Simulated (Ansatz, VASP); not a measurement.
# Nb in VASP and in Ansatz

File INCAR:

```
  PREC = Accurate
  ENCUT = 520
  EDIFF = 1E-6
  ISMEAR = 0
  SIGMA = 0.15
  LREAL = False
  LASPH = True
  NELM = 60
  ALGO = Fast
  ISIF = 2
  LWAVE = False
  LCHARG = False
  GGA = PS
  NBANDS = 12
```

Contents of KPOINTS:

```
Automatic mesh
0
Gamma
  20 20 20
```

The input POSCAR:

```
Nb
1.0
   -1.6389907500      1.6389907500      1.6889092500
    1.6389907500     -1.6389907500      1.6889092500
    1.6389907500      1.6389907500     -1.6889092500
Nb
1
Direct
    0.0000000000      0.0000000000      0.0000000000
```

Input for Ansatz:

```yaml
crystal:
  lattice:
    - [-1.63899075, 1.63899075, 1.68890925]
    - [1.63899075, -1.63899075, 1.68890925]
    - [1.63899075, 1.63899075, -1.68890925]
  atoms:
    - { symbol: Nb, position: [0.0, 0.0, 0.0] }
basis:
  ecutwfc: 420
kpoints:
  mp_grid: { grid: [20, 20, 20] }
hamiltonian:
  xc: pbesol
scf:
  occupations: { method: gaussian, width: 0.15 }
output:
  forces: true
  stress: true
  eigenvalues: true
```

Change from the starting cell: strain -0.015 along x and y, +0.015 along z, atoms carried along.

Alike in both runs: task single point; functional PBEsol; k mesh 20 × 20 × 20; occupations gaussian, width 0.15 eV; no spin polarisation.

|  | VASP | Ansatz |
| --- | --- | --- |
| version | VASP 6.6.1 | Ansatz 0.2.0 |
| potentials or method | VASP PAW PBE potentials, release 64 (Nb_sv), cutoff 520 eV | scalar-relativistic, plane waves, PAW |
| valence electrons in the cell | 13 | 13 |

Ansatz gave:

| Quantity | Value |
| --- | --- |
| gap on the k mesh at the Fermi level (eV) | none |
| pressure (GPa) | -6.1 |
| traceless stress, the component that is largest in VASP (GPa) | -2.36 |

Q: What did VASP give for the same quantities?

A: gap on the k mesh at the Fermi level (eV): none; pressure (GPa): -6.3; traceless stress, the component that is largest in VASP (GPa): -2.35.

VASP's potentials were made for PBE, not for PBEsol. A gap of «none» marks a metal or a gap that the smearing closes.
